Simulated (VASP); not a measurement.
# CsI (Pm-3m) in VASP: a series of runs

Aim: see how the results for CsI move with the level of theory and the settings. Levels: PBE-based screened hybrid, HSE06, PBE. Tasks: single point.

Everything below comes from runs of VASP 6.6.1. Logs are shortened: lines on timing, memory, paths and dates and some standing lists are left out, and cuts for length are marked.

## 1. The cell of the first run

Symmetry: Pm-3m, No. 221, cubic system. The conventional cell has a = 4.608 Å, b = 4.608 Å, c = 4.608 Å, α = 90.00°, β = 90.00°, γ = 90.00°. Cs (site symmetry m-3m) has 8 I at 3.99 Å and 6 Cs at 4.61 Å within 5.2 Å. Within 5.2 Å of I (site symmetry m-3m) lie 8 Cs at 3.99 Å and 6 I at 4.61 Å.

## 2. Single point, PBE-based screened hybrid

Contents of POSCAR:

```
CsI
1.0
    4.6080831759      0.0000000000      0.0000000000
    0.0000000000      4.6080831759      0.0000000000
    0.0000000000      0.0000000000      4.6080831759
Cs I
1 1
Direct
    0.0000000000      0.0000000000      0.0000000000
    0.5000000000      0.5000000000      0.5000000000
```

Contents of INCAR.step1:

```
ALGO     = Normal         # electronic algorithm
EDIFF    = 1E-5           # SCF threshold, eV
ENCUT    = 400            # plane-wave cutoff, eV
GGA      = PE             # functional
GGA_COMPAT= False        
ISIF     = 2              # what is computed and relaxed
ISMEAR   = 0              # smearing method
LASPH    = True           # aspherical terms in the spheres
LREAL    = False          # projectors in reciprocal space
LWAVE    = True           # write WAVECAR
NBANDS   = 15             # bands
NELM     = 120            # most SCF steps
PREC     = Accurate       # precision mode
SIGMA    = 0.01           # smearing width, eV
```

Contents of INCAR.step2:

```
AEXX     = 0.4            # exact-exchange fraction
ALGO     = Normal         # electronic algorithm
EDIFF    = 1E-6           # SCF threshold, eV
ENCUT    = 400            # plane-wave cutoff, eV
GGA      = PE             # functional
GGA_COMPAT= False        
HFSCREEN = 0.5            # screening, 1/A
ISIF     = 2              # what is computed and relaxed
ISMEAR   = 0              # smearing method
ISTART   = 1            
LASPH    = True           # aspherical terms in the spheres
LCHARG   = True           # write CHGCAR
LELF     = True           # ELF
LHFCALC  = True           # exact exchange
LREAL    = False          # projectors in reciprocal space
LVHAR    = True         
LWAVE    = False          # write WAVECAR
NBANDS   = 15             # bands
NELM     = 120            # most SCF steps
PREC     = Accurate       # precision mode
PRECFOCK = Normal       
SIGMA    = 0.01           # smearing width, eV
```

Contents of KPOINTS:

```
k-points
0
Gamma
  4 4 4
```

Potentials or basis: VASP PAW PBE potentials, release 64 (Cs_sv, I).

The run is started by

```
cat potpaw_PBE.64/Cs_sv/POTCAR potpaw_PBE.64/I/POTCAR > POTCAR
cp INCAR.step1 INCAR
mpirun -np 1 vasp_std > vasp.out
cp INCAR.step2 INCAR
mpirun -np 1 vasp_std > vasp.out
```

OUTCAR:

```text
AEXX = 0.4
   EDIFF = 1E-6
   ENCUT = 400
   GGA = PE
   HFSCREEN = 0.5
   ISIF = 2
   ISMEAR = 0
   ISTART = 1
   LASPH = True
   LHFCALC = True
   LREAL = False
   NELM = 120
   PREC = Accurate
   PRECFOCK = Normal

 ion  position               nearest neighbor table
   1  0.000  0.000  0.000-
   2  0.500  0.500  0.500-

  LATTYP: Found a simple cubic cell.
 ALAT       =     4.6080831759

  Lattice vectors:

 A1 = (   4.6080831759,   0.0000000000,   0.0000000000)
 A2 = (   0.0000000000,   4.6080831759,   0.0000000000)
 A3 = (   0.0000000000,   0.0000000000,   4.6080831759)

Analysis of symmetry for initial positions (statically):
=====================================================================
 Subroutine PRICEL returns:
 Original cell was already a primitive cell.

 Routine SETGRP: Setting up the symmetry group for a
 simple cubic supercell.

 Subroutine GETGRP returns: Found 48 space group operations
 (whereof 48 operations were pure point group operations)
 out of a pool of 48 trial point group operations.

The static configuration has the point symmetry O_h .

Analysis of symmetry for dynamics (positions and initial velocities):
=====================================================================
 Subroutine PRICEL returns:
 Original cell was already a primitive cell.

 Routine SETGRP: Setting up the symmetry group for a
 simple cubic supercell.

 Subroutine GETGRP returns: Found 48 space group operations
 (whereof 48 operations were pure point group operations)
 out of a pool of 48 trial point group operations.

The dynamic configuration has the point symmetry O_h .

 Subroutine INISYM returns: Found 48 space group operations
 (whereof 48 operations are pure point group operations),
 and found     1 'primitive' translations

----------------------------------------------------------------------------------------

                                     Primitive cell

  volume of cell :      97.8500

  direct lattice vectors                    reciprocal lattice vectors
     4.608083176  0.000000000  0.000000000     0.217009972  0.000000000  0.000000000
     0.000000000  4.608083176  0.000000000     0.000000000  0.217009972  0.000000000
     0.000000000  0.000000000  4.608083176     0.000000000  0.000000000  0.217009972

  length of vectors
     4.608083176  4.608083176  4.608083176     0.217009972  0.217009972  0.217009972

  position of ions in fractional coordinates (direct lattice)
     0.000000000  0.000000000  0.000000000
     0.500000000  0.500000000  0.500000000

  ion indices of the primitive-cell ions
   primitive index   ion index
                 1           1
                 2           2

----------------------------------------------------------------------------------------

 KPOINTS: k-points

Automatic generation of k-mesh.
 Grid dimensions read from file:
 generate k-points for:    4    4    4

 Generating k-lattice:

  Cartesian coordinates                     Fractional coordinates (reciprocal lattice)
     0.054252493  0.000000000  0.000000000     0.250000000  0.000000000  0.000000000
     0.000000000  0.054252493  0.000000000     0.000000000  0.250000000  0.000000000
     0.000000000  0.000000000  0.054252493     0.000000000  0.000000000  0.250000000

  Length of vectors
     0.054252493  0.054252493  0.054252493

  Shift w.r.t. Gamma in fractional coordinates (k-lattice)
     0.000000000  0.000000000  0.000000000

 Subroutine IBZKPT returns following result:
 ===========================================

 Found     10 irreducible k-points:

 Following reciprocal coordinates:
            Coordinates               Weight
  0.000000  0.000000  0.000000      1.000000
  0.250000  0.000000  0.000000      6.000000
  0.500000  0.000000  0.000000      3.000000
  0.250000  0.250000  0.000000     12.000000
  0.500000  0.250000  0.000000     12.000000
  0.500000  0.500000  0.000000      3.000000
  0.250000  0.250000  0.250000      8.000000
  0.500000  0.250000  0.250000     12.000000
  0.500000  0.500000  0.250000      6.000000
[... 45 lines left out ...]
  band No.  band energies     occupation
      1     -22.2226      2.00000
      2     -11.5904      2.00000
      3      -7.5684      2.00000
      4      -7.5684      2.00000
      5      -7.5684      2.00000
      6      -0.0304      2.00000
      7      -0.0304      2.00000
      8      -0.0304      2.00000
      9       4.6121      0.00000
     10       4.9809      0.00000
     11       4.9809      0.00000
     12       8.6851      0.00000
     13       8.6851      0.00000
     14       8.6851      0.00000
     15      11.1089      0.00000

 k-point     2 :       0.2500    0.0000    0.0000
  band No.  band energies     occupation
      1     -22.2109      2.00000
      2     -11.5899      2.00000
      3      -7.6372      2.00000
      4      -7.5390      2.00000
      5      -7.5390      2.00000
      6      -0.8419      2.00000
      7      -0.0962      2.00000
      8      -0.0962      2.00000
      9       5.3596      0.00000
     10       5.7202      0.00000
     11       6.2219      0.00000
     12       8.5701      0.00000
     13       8.5701      0.00000
     14       8.9722      0.00000
     15       9.1009      0.00000

 k-point     3 :       0.5000    0.0000    0.0000
  band No.  band energies     occupation
      1     -22.1991      2.00000
      2     -11.5918      2.00000
      3      -7.6931      2.00000
      4      -7.5091      2.00000
      5      -7.5091      2.00000
      6      -1.4568      2.00000
      7      -0.1648      2.00000
      8      -0.1648      2.00000
      9       6.0431      0.00000
     10       7.2064      0.00000
     11       7.5011      0.00000
     12       7.6288      0.00000
     13       8.8156      0.00000
     14       8.8156      0.00000
     15       9.3851      0.00000
[... 91 lines left out ...]
 k-point     9 :       0.5000    0.5000    0.2500
  band No.  band energies     occupation
      1     -22.1683      2.00000
      2     -11.3649      2.00000
      3      -7.8506      2.00000
      4      -7.8506      2.00000
      5      -7.6398      2.00000
      6      -1.0162      2.00000
      7      -1.0162      2.00000
      8      -0.6562      2.00000
      9       6.1262      0.00000
     10       7.1922      0.00000
     11       7.2422      0.00000
     12       7.2422      0.00000
     13       9.8127      0.00000
     14       9.8127      0.00000
     15      10.7179      0.00000

 k-point    10 :       0.5000    0.5000    0.5000
  band No.  band energies     occupation
      1     -22.1584      2.00000
      2     -11.3111      2.00000
      3      -7.7975      2.00000
      4      -7.7975      2.00000
      5      -7.7975      2.00000
      6      -1.2139      2.00000
      7      -1.2139      2.00000
      8      -1.2139      2.00000
      9       7.9098      0.00000
     10       7.9098      0.00000
     11       7.9098      0.00000
     12       8.7235      0.00000
     13       8.7235      0.00000
     14       8.7235      0.00000
     15      10.8204      0.00000

------------------------ aborting loop because EDIFF is reached ----------------------------------------

  FORCE on cell =-STRESS in cart. coord.  units (eV):
  Direction    XX          YY          ZZ          XY          YZ          ZX
  --------------------------------------------------------------------------------------
  -------------------------------------------------------------------------------------
  Total        0.0793614      0.0793614      0.0793614      0.0000000     -0.0000000     -0.0000000
  in kB        1.2994489      1.2994489      1.2994489      0.0000000     -0.0000000     -0.0000000
  external PRESSURE =       1.2994489 kB  Pullay stress =       0.0000000 kB

 VOLUME and BASIS-vectors are now :
 -----------------------------------------------------------------------------
  energy-cutoff  :      400.00
  volume of cell :       97.85
      direct lattice vectors                 reciprocal lattice vectors
     4.608083176  0.000000000  0.000000000     0.217009972  0.000000000  0.000000000
     0.000000000  4.608083176  0.000000000     0.000000000  0.217009972  0.000000000
     0.000000000  0.000000000  4.608083176     0.000000000  0.000000000  0.217009972

 POSITION                                       TOTAL-FORCE (eV/Angst)
 -----------------------------------------------------------------------------------
      0.00000      0.00000      0.00000         0.000000      0.000000      0.000000
      2.30404      2.30404      2.30404         0.000000      0.000000      0.000000
 -----------------------------------------------------------------------------------
    total drift:                               -0.000003     -0.000003     -0.000003

  FREE ENERGIE OF THE ION-ELECTRON SYSTEM (eV)
  ---------------------------------------------------
  free  energy   TOTEN  =        -6.2201390356 eV

  energy  without entropy=       -6.2201390356  energy(sigma->0) =       -6.22013904
```

Run time: 3.1 min. Hardware: 1 thread of Intel Xeon Platinum 8559C (Emerald Rapids), shared host; peak memory 0.27 GiB.

What came out:

```yaml
Free_energy: -6.2201 eV
Pressure: 0.1 GPa
Band_gap_on_the_k_mesh: 4.55 eV, indirect (least direct gap 4.64 eV)
```

Levels at points of the mesh, in eV from the valence-band top:
| k point | band 5 | band 6 | band 7 | band 8 | band 9 | band 10 | band 11 | band 12 |
| --- | --- | --- | --- | --- | --- | --- | --- | --- |
| (0.00, 0.00, 0.00) | -7.63 | -0.09 | -0.09 | -0.09 | 4.55 | 4.92 | 4.92 | 8.62 |
| (0.50, 0.00, 0.00) | -7.57 | -1.52 | -0.23 | -0.23 | 5.98 | 7.14 | 7.44 | 7.57 |
| (0.50, 0.50, 0.00) | -7.54 | -0.88 | -0.88 | 0.00 | 4.96 | 5.66 | 6.89 | 6.89 |
| (0.50, 0.50, 0.50) | -7.86 | -1.28 | -1.28 | -1.28 | 7.85 | 7.85 | 7.85 | 8.66 |

Caveat: the PAW data sets were made with another functional, which shifts forces and pressure a little; spin-orbit coupling is left out, which moves the levels of the heavy elements. A k mesh can miss the band edges.

## 3. Single point, PBE-based screened hybrid

POSCAR is that of step 2.

Contents of INCAR.step1:

```
PREC     = Accurate       # precision mode
ENCUT    = 400            # plane-wave cutoff, eV
EDIFF    = 1E-5           # SCF threshold, eV
ISMEAR   = 0              # smearing method
SIGMA    = 0.01           # smearing width, eV
LREAL    = F              # projectors in reciprocal space
LASPH    = T              # aspherical terms in the spheres
NELM     = 120            # most SCF steps
ALGO     = Normal         # electronic algorithm
ISIF     = 2              # what is computed and relaxed
LWAVE    = T              # write WAVECAR
GGA      = PE             # functional
NBANDS   = 15             # bands
GGA_COMPAT= F
```

Contents of INCAR.step2:

```
PREC     = Accurate       # precision mode
ENCUT    = 400            # plane-wave cutoff, eV
EDIFF    = 1E-6           # SCF threshold, eV
ISMEAR   = 0              # smearing method
SIGMA    = 0.01           # smearing width, eV
LREAL    = F              # projectors in reciprocal space
LASPH    = T              # aspherical terms in the spheres
NELM     = 120            # most SCF steps
ALGO     = Normal         # electronic algorithm
ISIF     = 2              # what is computed and relaxed
LWAVE    = F              # write WAVECAR
LCHARG   = T              # write CHGCAR
GGA      = PE             # functional
LHFCALC  = T              # exact exchange
AEXX     = 0.4            # exact-exchange fraction
HFSCREEN = 0.2078         # screening, 1/A
PRECFOCK = Normal       
LELF     = T              # ELF
LVHAR    = T            
ISTART   = 1            
NBANDS   = 15             # bands
GGA_COMPAT= F
```

Contents of KPOINTS:

```
regular mesh
0
Gamma
  4 4 4
```

Potentials or basis: VASP PAW PBE potentials, release 64 (Cs_sv, I).

The run is started by

```
cat potpaw_PBE.64/Cs_sv/POTCAR potpaw_PBE.64/I/POTCAR > POTCAR
cp INCAR.step1 INCAR
mpirun -np 1 vasp_std > vasp.out
cp INCAR.step2 INCAR
mpirun -np 1 vasp_std > vasp.out
```

Wall time 3.1 min (1 thread of Intel Xeon Platinum 8559C (Emerald Rapids), shared host); peak memory 0.27 GiB.

The run converged. Its results:

* Free energy: -6.8978 eV
* Pressure: 0.0 GPa
* Band gap on the k mesh: 5.39 eV, indirect (least direct gap 5.49 eV)

Levels at points of the mesh, in eV from the valence-band top:
```csv
k point,band 4,band 5,band 6,band 7,band 8,band 9,band 10,band 11,band 12,band 13
"(0.00, 0.00, 0.00)",-7.83,-7.83,-0.10,-0.10,-0.10,5.39,5.78,5.78,9.65,9.65
"(0.50, 0.00, 0.00)",-7.76,-7.76,-1.62,-0.24,-0.24,6.91,8.02,8.39,8.45,9.79
"(0.50, 0.50, 0.00)",-8.19,-7.73,-0.95,-0.95,0.00,5.82,6.56,7.84,7.84,11.39
"(0.50, 0.50, 0.50)",-8.07,-8.07,-1.36,-1.36,-1.36,8.74,8.74,8.74,9.69,9.69
```

Caveat: the PAW data sets were made with another functional, which shifts forces and pressure a little; spin-orbit coupling is left out, which moves the levels of the heavy elements.

## 4. Single point, HSE06

POSCAR is that of step 3.

Contents of INCAR.step1:

```
ALGO = Normal
EDIFF = 1E-5
ENCUT = 400
GGA = PE
GGA_COMPAT = F
ISIF = 2
ISMEAR = 0
LASPH = T
LREAL = F
LWAVE = T
NBANDS = 15
NELM = 120
PREC = Accurate
SIGMA = 0.01
```

Contents of INCAR.step2:

```
ALGO = Normal
EDIFF = 1E-6
ENCUT = 400
GGA = PE
GGA_COMPAT = F
HFSCREEN = 0.2079
ISIF = 2
ISMEAR = 0
ISTART = 1
LASPH = T
LCHARG = T
LELF = T
LHFCALC = T
LREAL = F
LVHAR = T
LWAVE = F
NBANDS = 15
NELM = 120
PREC = Accurate
PRECFOCK = Normal
SIGMA = 0.01
```

Contents of KPOINTS:

```
k-points
0
Gamma
  4 4 4
```

The run is started by

```
cat potpaw_PBE.64/Cs_sv/POTCAR potpaw_PBE.64/I/POTCAR > POTCAR
cp INCAR.step1 INCAR
mpirun -np 1 vasp_std > vasp.out
cp INCAR.step2 INCAR
mpirun -np 1 vasp_std > vasp.out
```

Run time: 2.9 min. Hardware: 1 thread of Intel Xeon Platinum 8559C (Emerald Rapids), shared host; peak memory 0.27 GiB.

It converged, with:

| Quantity | Value |
| --- | --- |
| Free energy | -6.3087 eV |
| Pressure | 0.2 GPa |
| Band gap on the k mesh | 4.78 eV, indirect (least direct gap 4.88 eV) |

Levels at points of the mesh, in eV from the valence-band top:
| k point | band 6 | band 7 | band 8 | band 9 | band 10 | band 11 |
| --- | --- | --- | --- | --- | --- | --- |
| (0.00, 0.00, 0.00) | -0.10 | -0.10 | -0.10 | 4.78 | 5.19 | 5.19 |
| (0.50, 0.00, 0.00) | -1.58 | -0.23 | -0.23 | 6.27 | 7.39 | 7.72 |
| (0.50, 0.50, 0.00) | -0.91 | -0.91 | 0.00 | 5.22 | 5.93 | 7.18 |
| (0.50, 0.50, 0.50) | -1.32 | -1.32 | -1.32 | 8.11 | 8.11 | 8.11 |

Caveat: the PAW data sets were made with another functional, which shifts forces and pressure a little; spin-orbit coupling is left out, which moves the levels of the heavy elements. A k mesh can miss the band edges.

## 5. Single point, PBE

Contents of INCAR:

```
SYSTEM = CsI
PREC = Accurate
ENCUT = 500
EDIFF = 1E-6
ISMEAR = 0
SIGMA = 0.01
LREAL = .False.
LASPH = .True.
NELM = 120
ALGO = Normal
ISIF = 2
LWAVE = .False.
LCHARG = .False.
GGA = PE
NBANDS = 15
GGA_COMPAT = .False.
```

Contents of KPOINTS:

```
Automatic mesh
0
Gamma
  2 2 2
  0 0 0
```

POSCAR is that of step 4.

The run is started by

```
cat potpaw_PBE.64/Cs_sv/POTCAR potpaw_PBE.64/I/POTCAR > POTCAR
mpirun -np 1 vasp_std > vasp.out
```

Run time: 13 s. Hardware: 1 thread of AMD EPYC 7R43 (Zen 3), shared host; peak memory 0.16 GiB.

Results (log left out):

| Quantity | Value |
| --- | --- |
| Free energy | -5.2342 eV |
| Pressure | 1.3 GPa |
| Band gap on the k mesh | 3.73 eV, indirect (least direct gap 3.82 eV) |

Levels at points of the mesh, in eV from the valence-band top:
| k point | band 4 | band 5 | band 6 | band 7 | band 8 | band 9 | band 10 | band 11 | band 12 | band 13 |
| --- | --- | --- | --- | --- | --- | --- | --- | --- | --- | --- |
| (0.00, 0.00, 0.00) | -7.27 | -7.27 | -0.10 | -0.10 | -0.10 | 3.73 | 4.14 | 4.14 | 7.59 | 7.59 |
| (0.50, 0.00, 0.00) | -7.22 | -7.22 | -1.52 | -0.24 | -0.24 | 5.10 | 6.32 | 6.54 | 6.80 | 7.71 |
| (0.50, 0.50, 0.00) | -7.60 | -7.18 | -0.85 | -0.85 | 0.00 | 4.16 | 4.84 | 5.99 | 5.99 | 9.28 |
| (0.50, 0.50, 0.50) | -7.50 | -7.50 | -1.26 | -1.26 | -1.26 | 7.02 | 7.02 | 7.02 | 7.66 | 7.66 |

Caveat: the k points lie up to 0.68 Å⁻¹ apart; spin-orbit coupling is left out, which moves the levels of the heavy elements. A k mesh can miss the band edges.

## 6. Overview

| level | k mesh | cutoff (eV) | grid for exact exchange (PRECFOCK) | share of exact exchange | screening parameter | gap on the mesh (eV) | pressure (GPa) |
| --- | --- | --- | --- | --- | --- | --- | --- |
| PBE-based screened hybrid | 4 × 4 × 4 | 400 | Normal | 0.4 | 0.5 1/Å | 4.55 | 0.1 |
| PBE-based screened hybrid | 4 × 4 × 4 | 400 | Normal | 0.4 | 0.2078 1/Å | 5.39 | 0.0 |
| HSE06 | 4 × 4 × 4 | 400 | Normal | - | 0.2079 1/Å | 4.78 | 0.2 |
| PBE | 2 × 2 × 2 | 500 | - | - | - | 3.73 | 1.3 |

Alike in all rows: task single point; potentials or basis VASP PAW PBE potentials, release 64 (Cs_sv, I); no spin polarisation; cell as given; smearing gaussian 0.01 eV.

Caveats: some runs use coarse meshes; spin-orbit coupling is left out, which moves the levels of the heavy elements; the PAW data sets were made with another functional, which shifts forces and pressure a little (some runs).

Absolute energies hang on the potentials; compare differences alone.
